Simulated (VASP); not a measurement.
The system is LiCl.

```
CELL_PARAMETERS angstrom
0.00000 2.51241 2.51241
2.51241 0.00000 2.51241
2.51241 2.51241 0.00000
ATOMIC_POSITIONS crystal
Cl 0.50000 0.50000 0.50000
Li 0.00000 0.00000 0.00000
```

Base run:

* Program: VASP 6.6.1
* Functional: PBE
* Potentials or basis: VASP PAW PBE potentials, release 64 (Cl, Li_sv)
* Cutoff: 520 eV
* k mesh: 9 × 9 × 9
* Occupations: fermi-dirac, width 0.05 eV
* Spin: no spin polarisation

Its results: band gap on the k mesh 6.71 eV, direct.

Question: After a change of settings the same cell gave: band gap on the k mesh 7.66 eV, indirect (least direct gap 7.72 eV). Which change was it?
A. functional from PBE to PBEsol
B. further incar settings from ALGO = Normal; EDIFF = 1e-07; NBANDS = 12 to ALGO = Normal; EDIFF = 1e-06; NBANDS = 12
C. functional from PBE to r2SCAN

Answer: C.

r2SCAN gives the wider gap, since meta-GGAs in the generalised Kohn-Sham scheme recover part of the derivative discontinuity.
